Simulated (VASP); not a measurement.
# Ti (P6/mmm) in VASP: a series of runs

Runs on Ti. Level: r2SCAN. Tasks: single point.

Everything below comes from runs of VASP 6.6.1. Logs are shortened: lines on timing, memory, paths and dates and some standing lists are left out, and cuts for length are marked.

**1. The cell of the first run**

It takes space group P6/mmm (No. 191, hexagonal). Conventional cell: a = 4.600 Å, b = 4.600 Å, c = 2.820 Å, α = 90.00°, β = 90.00°, γ = 120.00°. Within 3.7 Å of Ti (site symmetry 6/mmm) lie 14 Ti at 2.82 to 3.01 Å. Within 3.5 Å of Ti (site symmetry -6m2) lie 11 Ti at 2.66 to 3.01 Å.

This isn't the form of Ti at room conditions, which is hcp.

**2. Single point, r2SCAN**

POSCAR reads:

```
Ti
1.0
    4.6000000000      0.0000000000      0.0000000000
   -2.3000000000      3.9837170000      0.0000000000
    0.0000000000      0.0000000000      2.8200000000
Ti
3
Direct
    0.0000000000      0.0000000000      0.0000000000
    0.3333333333      0.6666666667      0.5000000000
    0.6666666667      0.3333333333      0.5000000000
```

INCAR.step1 reads:

```
SYSTEM = Ti
PREC = Accurate ; ENCUT = 520
ISMEAR = 1 ; SIGMA = 0.1
LREAL = .FALSE. ; LASPH = .TRUE.
NELM = 100 ; NBANDS = 25
GGA = PE ; ALGO = Normal
EDIFF = 1E-4 ; LWAVE = .TRUE.
LCHARG = .FALSE.
```

INCAR.step2 reads:

```
SYSTEM = Ti
PREC = Accurate ; ENCUT = 520
EDIFF = 1E-6 ; ISMEAR = 1
SIGMA = 0.1 ; LREAL = .FALSE.
LASPH = .TRUE. ; NELM = 100
ALGO = Normal ; ISIF = 2
LWAVE = .FALSE. ; LCHARG = .FALSE.
METAGGA = R2SCAN ; LMIXTAU = .TRUE.
NBANDS = 25 ; ISTART = 1
```

KPOINTS reads:

```
Automatic mesh
0
G
  9 9 12
  0 0 0
```

Potentials or basis: VASP PAW PBE potentials, release 64 (Ti_sv).

Started as:

```sh
$ cat potpaw_PBE.64/Ti_sv/POTCAR > POTCAR
$ cp INCAR.step1 INCAR
$ mpirun -np 1 vasp_std > vasp.out
$ cp INCAR.step2 INCAR
$ mpirun -np 1 vasp_std > vasp.out
```

OUTCAR:

```text
SYSTEM = Ti
   PREC = Accurate
   ENCUT = 520
   EDIFF = 1E-6
   ISMEAR = 1
   LREAL = .FALSE.
   LASPH = .TRUE.
   NELM = 100
   ISIF = 2
   METAGGA = R2SCAN
   ISTART = 1

 ion  position               nearest neighbor table
   1  0.000  0.000  0.000-
   2  0.333  0.667  0.500-   3 2.66   3 2.66   3 2.66
   3  0.667  0.333  0.500-   2 2.66   2 2.66   2 2.66

  LATTYP: Found a hexagonal cell.
 ALAT       =     4.6000000000
 C/A-ratio  =     0.6130434783

  Lattice vectors:

 A1 = (   4.6000000000,   0.0000000000,   0.0000000000)
 A2 = (  -2.3000000000,   3.9837170000,   0.0000000000)
 A3 = (   0.0000000000,   0.0000000000,   2.8200000000)

Analysis of symmetry for initial positions (statically):
=====================================================================
 Subroutine PRICEL returns:
 Original cell was already a primitive cell.

 Routine SETGRP: Setting up the symmetry group for a
 hexagonal supercell.

 Subroutine GETGRP returns: Found 24 space group operations
 (whereof 24 operations were pure point group operations)
 out of a pool of 24 trial point group operations.

The static configuration has the point symmetry D_6h.

Analysis of symmetry for dynamics (positions and initial velocities):
=====================================================================
 Subroutine PRICEL returns:
 Original cell was already a primitive cell.

 Routine SETGRP: Setting up the symmetry group for a
 hexagonal supercell.

 Subroutine GETGRP returns: Found 24 space group operations
 (whereof 24 operations were pure point group operations)
 out of a pool of 24 trial point group operations.

The dynamic configuration has the point symmetry D_6h.

 Subroutine INISYM returns: Found 24 space group operations
 (whereof 24 operations are pure point group operations),
 and found     1 'primitive' translations

----------------------------------------------------------------------------------------

                                     Primitive cell

  volume of cell :      51.6768

  direct lattice vectors                    reciprocal lattice vectors
     4.600000000  0.000000000  0.000000000     0.217391304  0.125510924  0.000000000
    -2.300000000  3.983717000  0.000000000     0.000000000  0.251021847  0.000000000
     0.000000000  0.000000000  2.820000000     0.000000000  0.000000000  0.354609929

  length of vectors
     4.600000000  4.600000123  2.820000000     0.251021854  0.251021847  0.354609929

  position of ions in fractional coordinates (direct lattice)
     0.000000000  0.000000000  0.000000000
     0.333333333  0.666666667  0.500000000
     0.666666667  0.333333333  0.500000000

  ion indices of the primitive-cell ions
   primitive index   ion index
                 1           1
                 2           2
                 3           3

----------------------------------------------------------------------------------------

 KPOINTS: Automatic mesh

Automatic generation of k-mesh.
 Grid dimensions read from file:
 generate k-points for:    9    9   12

 Generating k-lattice:

  Cartesian coordinates                     Fractional coordinates (reciprocal lattice)
     0.024154589  0.013945658  0.000000000     0.111111111 -0.000000000  0.000000000
     0.000000000  0.027891316  0.000000000     0.000000000  0.111111111  0.000000000
     0.000000000  0.000000000  0.029550827     0.000000000  0.000000000  0.083333333

  Length of vectors
     0.027891317  0.027891316  0.029550827

  Shift w.r.t. Gamma in fractional coordinates (k-lattice)
     0.000000000  0.000000000  0.000000000

 Subroutine IBZKPT returns following result:
 ===========================================

 Found     84 irreducible k-points:

 Following reciprocal coordinates:
            Coordinates               Weight
  0.000000  0.000000  0.000000      1.000000
  0.111111  0.000000  0.000000      6.000000
  0.222222 -0.000000  0.000000      6.000000
  0.333333  0.000000  0.000000      6.000000
  0.444444 -0.000000  0.000000      6.000000
  0.111111  0.111111  0.000000      6.000000
[... 16 lines left out ...]
  0.333333  0.222222  0.083333     24.000000
  0.333333  0.333333  0.083333      4.000000
 [... further k-points ...]
   k-points           NKPTS =     84   k-points in BZ     NKDIM =     84   number of bands    NBANDS=     25
   number of dos      NEDOS =    301   number of ions     NIONS =      3
   total plane-waves  NPLWV =  31104
   dimension x,y,z NGX =    36 NGY =   36 NGZ =   24
   dimension x,y,z NGXF=    72 NGYF=   72 NGZF=   48
   ions per type =               3
   NGX,Y,Z   is equivalent  to a cutoff of  13.01, 13.01, 14.15 a.u.
   NGXF,Y,Z  is equivalent  to a cutoff of  26.02, 26.02, 28.30 a.u.
 SYSTEM =  Ti
   PREC   = accura    normal or accurate (medium, high low for compatibility)
   ISTART =      1    job   : 0-new  1-cont  2-samecut
   ICHARG =      0    charge: 1-file 2-atom 10-const
   ISPIN  =      1    spin polarized calculation?
   LNONCOLLINEAR =      F non collinear calculations
   LSORBIT =      F    spin-orbit coupling
   LASPH  =      T    aspherical Exc in radial PAW
   ENCUT  =  520.0 eV  38.22 Ry    6.18 a.u.   8.55  8.55  5.24*2*pi/ulx,y,z
   NELM   =    100;   NELMIN=  2; NELMDL=  0     # of ELM steps
   EDIFF  = 0.1E-05   stopping-criterion for ELM
   LREAL  =      F    real-space projection
   EDIFFG = 0.1E-04   stopping-criterion for IOM
   NSW    =      0    number of steps for IOM
   IBRION =     -1    ionic relax: 0-MD 1-quasi-New 2-CG
   NFREE  =      0    steps in history (QN), initial steepest desc. (CG)
   ISIF   =      2    stress and relaxation
   ISYM   =      2    0-nonsym 1-usesym 2-fastsym
   POTIM  = 0.5000    time-step for ionic-motion
   TEBEG  =    0.0;   TEEND  =   0.0 temperature during run
   PSTRESS=    0.0 pullay stress
   NELECT =      36.0000    total number of electrons
   NUPDOWN=      -1.0000    fix difference up-down
   EMIN   =  10.00;   EMAX   =-10.00  energy-range for DOS
   EFERMI =   0.00;   METHOD = LEGACY
   ISMEAR =     1;   SIGMA  =   0.10  broadening in eV -4-tet -1-fermi 0-gaus
   EFERMI_NEDOS =   21; number of points for ismear=-14 and -15
   IALGO  =     38    algorithm
   IMIX   =      4    mixing-type and parameters
     AMIX     =   0.40;   BMIX     =  1.00
     AMIX_MAG =   1.60;   BMIX_MAG =  1.00
  volume/ion in A,a.u.               =      17.23       116.24
  Fermi-wavevector in a.u.,A,eV,Ry     =   1.451255  2.742475 28.655806  2.106142
  Thomas-Fermi vector in A             =   2.568774
   LORBIT       =      0    0 simple, 1 ext, 2 COOP (PROOUT), +10 PAW based schemes
   METAGGA = R2SCAN    functional components
   LHFCALC =     F    Hartree Fock is set to
   AEXX    =    0.0000 exact exchange contribution
   IVDW    =     0    specifies the selected vdW correction
   LEPSILON=     F    determine dielectric tensor
   LRPA    =     F    only Hartree local field effects (RPA)
 non-spin polarized calculation
 Methfessel and Paxton  Order N= 1 SIGMA  =   0.10
  energy-cutoff  :      520.00
  volume of cell :       51.68
 maximum number of plane-waves:      1416
 NGX is ok and might be reduce to    36
   NGX = 17   NGY = 17   NGZ = 11

 number of electron      35.9999981 magnetization

 Free energy of the ion-electron system (eV)
  ---------------------------------------------------
  ext. energy  EPLUGINS =         0.00000000
  ---------------------------------------------------
  free energy    TOTEN  =       -38.89904214 eV

  energy without entropy =      -38.90052871  energy(sigma->0) =      -38.89953766

 E-fermi :   8.3783     XC(G=0): -12.4419

 val. band max:        8.3746492149   @ k =   0.3333   0.1111   0.0833
 cond. band min:       8.4210492606   @ k =   0.3333   0.3333   0.1667
 fundamental gap:      0.0464000457
 Fermi energy:         8.3782910267

 k-point     1 :       0.0000    0.0000    0.0000
  band No.  band energies     occupation
      1     -50.9115      2.00000
      2     -50.6548      2.00000
      3     -50.4976      2.00000
      4     -26.1729      2.00000
      5     -26.1728      2.00000
      6     -26.0807      2.00000
[... 17 lines left out ...]
     24      10.3502     -0.00000
     25      10.4942      0.00000

 k-point     2 :       0.1111    0.0000    0.0000
  band No.  band energies     occupation
      1     -50.9098      2.00000
      2     -50.6520      2.00000
      3     -50.5023      2.00000
      4     -26.2139      2.00000
      5     -26.2036      2.00000
      6     -26.0386      2.00000
[... 17 lines left out ...]
     24      10.1550     -0.00000
     25      10.7633      0.00000

 k-point     3 :       0.2222   -0.0000    0.0000
  band No.  band energies     occupation
      1     -50.9055      2.00000
      2     -50.6435      2.00000
      3     -50.5155      2.00000
      4     -26.2726      2.00000
      5     -26.2217      2.00000
      6     -25.9772      2.00000
[... 17 lines left out ...]
     24      10.1799     -0.00000
     25      11.0929      0.00000

 k-point     4 :       0.3333    0.0000    0.0000
  band No.  band energies     occupation
      1     -50.9009      2.00000
      2     -50.6298      2.00000
      3     -50.5342      2.00000
      4     -26.3182      2.00000
      5     -26.1991      2.00000
      6     -25.9283      2.00000
[... 17 lines left out ...]
     24      10.5917      0.00000
     25      11.2220      0.00000

 k-point     5 :       0.4444   -0.0000    0.0000
  band No.  band energies     occupation
      1     -50.8979      2.00000
      2     -50.6159      2.00000
      3     -50.5514      2.00000
      4     -26.3427      2.00000
      5     -26.1533      2.00000
      6     -25.9503      2.00000
[... 17 lines left out ...]
     24      10.7564      0.00000
     25      11.0597      0.00000

 k-point     6 :       0.1111    0.1111    0.0000
  band No.  band energies     occupation
      1     -50.9068      2.00000
      2     -50.6463      2.00000
      3     -50.5113      2.00000
      4     -26.2407      2.00000
      5     -26.2385      2.00000
      6     -25.9979      2.00000
[... 17 lines left out ...]
     24      10.0886     -0.00000
     25      11.0540      0.00000
[... 393 lines left out ...]
 k-point    21 :       0.4444    0.1111    0.0833
  band No.  band energies     occupation
      1     -50.8934      2.00000
      2     -50.6058      2.00000
      3     -50.5543      2.00000
      4     -26.3153      2.00000
      5     -26.1477      2.00000
      6     -26.0250      2.00000
[... 17 lines left out ...]
     24      10.5679      0.00000
     25      11.2444      0.00000

 k-point    22 :       0.2222    0.2222    0.0833
  band No.  band energies     occupation
      1     -50.8950      2.00000
      2     -50.6166      2.00000
      3     -50.5418      2.00000
      4     -26.2523      2.00000
      5     -26.2407      2.00000
      6     -26.0091      2.00000
[... 17 lines left out ...]
     24      10.7396      0.00000
     25      10.9188      0.00000

 k-point    23 :       0.3333    0.2222    0.0833
  band No.  band energies     occupation
      1     -50.8931      2.00000
      2     -50.5998      2.00000
      3     -50.5607      2.00000
      4     -26.2600      2.00000
      5     -26.1866      2.00000
      6     -26.0793      2.00000
[... 17 lines left out ...]
     24      10.5620      0.00000
     25      11.1163      0.00000

 k-point    24 :       0.3333    0.3333    0.0833
  band No.  band energies     occupation
      1     -50.8925      2.00000
      2     -50.5806      2.00000
      3     -50.5806      2.00000
      4     -26.1926      2.00000
      5     -26.1925      2.00000
      6     -26.1588      2.00000
[... 17 lines left out ...]
     24      10.4289      0.00000
     25      11.3705      0.00000

 [... further k-points ...]
[... 5 lines left out ...]
  --------------------------------------------------------------------------------------
  -------------------------------------------------------------------------------------
  Total       -0.4799792     -0.4799792      0.0110408     -0.0000000      0.0000000      0.0000000
  in kB      -14.8811876    -14.8811887      0.3423066     -0.0000000      0.0000000      0.0000000
  external PRESSURE =      -9.8066899 kB  Pullay stress =       0.0000000 kB

 VOLUME and BASIS-vectors are now :
 -----------------------------------------------------------------------------
  energy-cutoff  :      520.00
  volume of cell :       51.68
      direct lattice vectors                 reciprocal lattice vectors
     4.600000000  0.000000000  0.000000000     0.217391304  0.125510924  0.000000000
    -2.300000000  3.983717000  0.000000000     0.000000000  0.251021847  0.000000000
     0.000000000  0.000000000  2.820000000     0.000000000  0.000000000  0.354609929

 POSITION                                       TOTAL-FORCE (eV/Angst)
 -----------------------------------------------------------------------------------
      0.00000      0.00000      0.00000         0.000000     -0.000000      0.000000
     -0.00000      2.65581      1.41000         0.000000     -0.000000     -0.000000
      2.30000      1.32791      1.41000        -0.000000      0.000000      0.000000
 -----------------------------------------------------------------------------------
    total drift:                                0.000000      0.000000     -0.000000

  FREE ENERGIE OF THE ION-ELECTRON SYSTEM (eV)
  ---------------------------------------------------
  free  energy   TOTEN  =       -38.8990421417 eV

  energy  without entropy=      -38.9005287091  energy(sigma->0) =      -38.89953766
```

Wall time 3.8 min (1 thread of Intel Xeon Platinum 8488C (Sapphire Rapids), shared host); peak memory 0.23 GiB.

Results:

```yaml
Free_energy: -38.8990 eV
Pressure: -1.0 GPa
Band_gap_on_the_k_mesh: zero (bands 18 and 19 overlap by 0.16 eV)
```

Caveat: the PAW data sets were made with another functional, which shifts forces and pressure a little.

(Part 1 of 2 ends here.)

The gap in the log of VASP goes by the Fermi energy; the results here count the filled bands.